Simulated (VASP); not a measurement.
# FAg in VASP: further runs

Runs on FAg. Level: PBE. Tasks: single point.

Program: VASP 6.6.1. These are calculated values, not measurements. Logs are shortened: lines on timing, memory, paths and dates and some standing lists are left out, and cuts for length are marked.

## 1. The cell of the first run

The cell holds a molecule in a box, 2 atoms: a = 11.000 Å, b = 10.000 Å, c = 10.000 Å, α = 90.00°, β = 90.00°, γ = 90.00°.

## 2. Single point, PBE (last atom moved by 0.04 Å along z)

The input, INCAR:

```
SYSTEM = AgF
GGA = PE
ISMEAR = 0
SIGMA = 0.03
LWAVE = .False.
LCHARG = .False.
ISIF = 0
PREC = Accurate
LASPH = .True.
LREAL = Auto
ALGO = Normal
EDIFF = 1E-6
NELM = 120
GGA_COMPAT = .False.
ENCUT = 520
EFERMI = MIDGAP
NELMDL = -8
NBANDS = 19
ROPT = -0.00025 -0.00025
```

The input, KPOINTS:

```
k-points
0
Gamma
  1 1 1
```

The input, POSCAR:

```
AgF
1.0
   11.0000000000      0.0000000000      0.0000000000
    0.0000000000     10.0000000000      0.0000000000
    0.0000000000      0.0000000000     10.0000000000
F Ag
1 1
Direct
    0.5780227300      0.4716800000      0.5457550000
    0.4243409100      0.5325200000      0.4650450000
```

Potentials or basis: VASP PAW PBE potentials, release 64 (F, Ag).

Started as:

```
$ cat potpaw_PBE.64/F/POTCAR potpaw_PBE.64/Ag/POTCAR > POTCAR
$ mpirun -np 1 vasp_gam > vasp.out
```

OUTCAR:

```text
SYSTEM = AgF
   GGA = PE
   ISMEAR = 0
   ISIF = 0
   PREC = Accurate
   LASPH = .True.
   LREAL = Auto
   EDIFF = 1E-6
   NELM = 120
   ENCUT = 520
   EFERMI = MIDGAP
   NELMDL = -8

 Found      1 irreducible k-points:

 Following reciprocal coordinates:
            Coordinates               Weight
  0.000000  0.000000  0.000000      1.000000
   k-points           NKPTS =      1   k-points in BZ     NKDIM =      1   number of bands    NBANDS=     19
   number of dos      NEDOS =    301   number of ions     NIONS =      2
   total plane-waves  NPLWV = 537600
   dimension x,y,z NGX =    84 NGY =   80 NGZ =   80
   dimension x,y,z NGXF=   168 NGYF=  160 NGZF=  160
   ions per type =               1   1
   NGX,Y,Z   is equivalent  to a cutoff of  12.70, 13.30, 13.30 a.u.
   NGXF,Y,Z  is equivalent  to a cutoff of  25.39, 26.60, 26.60 a.u.
 SYSTEM =  AgF
   PREC   = accura    normal or accurate (medium, high low for compatibility)
   ISTART =      0    job   : 0-new  1-cont  2-samecut
   ICHARG =      2    charge: 1-file 2-atom 10-const
   ISPIN  =      1    spin polarized calculation?
   LNONCOLLINEAR =      F non collinear calculations
   LSORBIT =      F    spin-orbit coupling
   LASPH  =      T    aspherical Exc in radial PAW
   ENCUT  =  520.0 eV  38.22 Ry    6.18 a.u.  20.45 18.59 18.59*2*pi/ulx,y,z
   NELM   =    120;   NELMIN=  2; NELMDL= -8     # of ELM steps
   EDIFF  = 0.1E-05   stopping-criterion for ELM
   LREAL  =      T    real-space projection
   EDIFFG = 0.1E-04   stopping-criterion for IOM
   NSW    =      0    number of steps for IOM
   IBRION =     -1    ionic relax: 0-MD 1-quasi-New 2-CG
   NFREE  =      0    steps in history (QN), initial steepest desc. (CG)
   ISIF   =      0    stress and relaxation
   ISYM   =      2    0-nonsym 1-usesym 2-fastsym
   POTIM  = 0.5000    time-step for ionic-motion
   TEBEG  =    0.0;   TEEND  =   0.0 temperature during run

   SCALEE = 1.0000    scale energy and forces
   PSTRESS=    0.0 pullay stress
   NELECT =      18.0000    total number of electrons
   NUPDOWN=      -1.0000    fix difference up-down
   EMIN   =  10.00;   EMAX   =-10.00  energy-range for DOS
   EFERMI =   0.00;   METHOD = MIDGAP
   ISMEAR =     0;   SIGMA  =   0.03  broadening in eV -4-tet -1-fermi 0-gaus
   EFERMI_NEDOS =   21; number of points for ismear=-14 and -15
   IALGO  =     38    algorithm
   IMIX   =      4    mixing-type and parameters
     AMIX     =   0.40;   BMIX     =  1.00
     AMIX_MAG =   1.60;   BMIX_MAG =  1.00
  volume/ion in A,a.u.               =     550.00      3711.58
  Fermi-wavevector in a.u.,A,eV,Ry     =   0.415625  0.785417  2.350324  0.172744
  Thomas-Fermi vector in A             =   1.374689
   LORBIT       =      0    0 simple, 1 ext, 2 COOP (PROOUT), +10 PAW based schemes
   GGA     = PE    functional components
   LHFCALC =     F    Hartree Fock is set to
   AEXX    =    0.0000 exact exchange contribution
   IVDW    =     0    specifies the selected vdW correction
   LEPSILON=     F    determine dielectric tensor
   LRPA    =     F    only Hartree local field effects (RPA)

   CSHIFT  =0.1000    complex shift for real part using Kramers Kronig

   OMEGAMAX=  -1.0    maximum frequency
 non-spin polarized calculation
 Gauss-broadening in eV      SIGMA  =   0.03
  energy-cutoff  :      520.00
  volume of cell :     1100.00
 maximum number of plane-waves:     14859
 NGX is ok and might be reduce to    84
   NGX = 41   NGY = 37   NGZ = 37

 number of electron      17.9999999 magnetization

 Free energy of the ion-electron system (eV)
  ---------------------------------------------------
  ext. energy  EPLUGINS =         0.00000000
  ---------------------------------------------------
  free energy    TOTEN  =        -4.56452446 eV

  energy without entropy =       -4.56452446  energy(sigma->0) =       -4.56452446

 E-fermi :  -5.1419     XC(G=0):  -0.8211

 val. band max:       -6.4009957615   @ k =   0.0000   0.0000   0.0000
 cond. band min:      -3.8828122793   @ k =   0.0000   0.0000   0.0000
 fundamental gap:      2.5181834822
 Fermi energy:        -5.1419040204

 k-point     1 :       0.0000    0.0000    0.0000
  band No.  band energies     occupation
      1     -25.7770      2.00000
      2      -9.4601      2.00000
      3      -8.5426      2.00000
      4      -8.5424      2.00000
      5      -8.0333      2.00000
      6      -8.0333      2.00000
[... 11 lines left out ...]
     18       1.8959      0.00000
     19       1.9015      0.00000

------------------------ aborting loop because EDIFF is reached ----------------------------------------

 VOLUME and BASIS-vectors are now :
 -----------------------------------------------------------------------------
  energy-cutoff  :      520.00
  volume of cell :     1100.00
      direct lattice vectors                 reciprocal lattice vectors
    11.000000000  0.000000000  0.000000000     0.090909091  0.000000000  0.000000000
     0.000000000 10.000000000  0.000000000     0.000000000  0.100000000  0.000000000
     0.000000000  0.000000000 10.000000000     0.000000000  0.000000000  0.100000000

 POSITION                                       TOTAL-FORCE (eV/Angst)
 -----------------------------------------------------------------------------------
      6.35825      4.71680      5.45755         0.410859     -0.150018      0.198425
      4.66775      5.32520      4.65045        -0.410859      0.150018     -0.198425
 -----------------------------------------------------------------------------------
    total drift:                               -0.001823      0.002567     -0.000392

  FREE ENERGIE OF THE ION-ELECTRON SYSTEM (eV)
  ---------------------------------------------------
  free  energy   TOTEN  =        -4.5645244615 eV

  energy  without entropy=       -4.5645244615  energy(sigma->0) =       -4.56452446
```

Wall time 1.7 min (1 thread of Intel Xeon Platinum 8259CL at 2.50GHz (Skylake/Cascade Lake), shared host); peak memory 0.88 GiB.

What came out:

```yaml
Free_energy: -4.5645 eV
Largest_force: 0.480 eV/Å
Gap_between_the_frontier_levels: 2.52 eV
```

Forces in eV/Å, atoms in the order of the input:
```
F    0.411 -0.150  0.198
Ag  -0.411  0.150 -0.198
```

Levels at points of the mesh, in eV from the valence-band top:
| k point | band 6 | band 7 | band 8 | band 9 | band 10 | band 11 | band 12 | band 13 |
| --- | --- | --- | --- | --- | --- | --- | --- | --- |
| (0.00, 0.00, 0.00) | -1.63 | -0.05 | 0.00 | 0.00 | 2.52 | 6.03 | 6.04 | 6.52 |

Caveat: the cell differs from its parent crystal (last atom moved by 0.04 Å along z).

## 3. Single point, PBE (last atom moved by 0.04 Å along z)

The input, INCAR:

```
SYSTEM = AgF
GGA = PE
ISMEAR = 0
SIGMA = 0.03
LWAVE = .False.
LCHARG = .False.
ISIF = 0
PREC = Accurate
LASPH = .True.
LREAL = .False.
ALGO = Normal
EDIFF = 1E-6
NELM = 120
GGA_COMPAT = .False.
ENCUT = 720
EFERMI = MIDGAP
NELMDL = -8
NBANDS = 29
```

KPOINTS is that of step 2.

POSCAR is that of step 2.

Potentials or basis: VASP PAW PBE potentials, release 64 (F, Ag).

Started as:

```
$ cat potpaw_PBE.64/F/POTCAR potpaw_PBE.64/Ag/POTCAR > POTCAR
$ mpirun -np 1 vasp_gam > vasp.out
```

It took 2.8 min on 1 thread of Intel Xeon Platinum 8259CL at 2.50GHz (Skylake/Cascade Lake), shared host; peak memory 1.1 GiB.

Results (log left out):

```yaml
Free_energy: -4.5665 eV
Largest_force: 0.475 eV/Å
Gap_between_the_frontier_levels: 2.52 eV
```

Forces in eV/Å, atoms in the order of the input:
```
F    0.407 -0.148  0.197
Ag  -0.407  0.148 -0.197
```

Levels at points of the mesh, in eV from the valence-band top:
```tsv
k point	band 6	band 7	band 8	band 9	band 10	band 11	band 12	band 13
(0.00, 0.00, 0.00)	-1.63	-0.05	0.00	0.00	2.52	6.03	6.04	6.53
```

Caveat: the cell differs from its parent crystal (last atom moved by 0.04 Å along z).
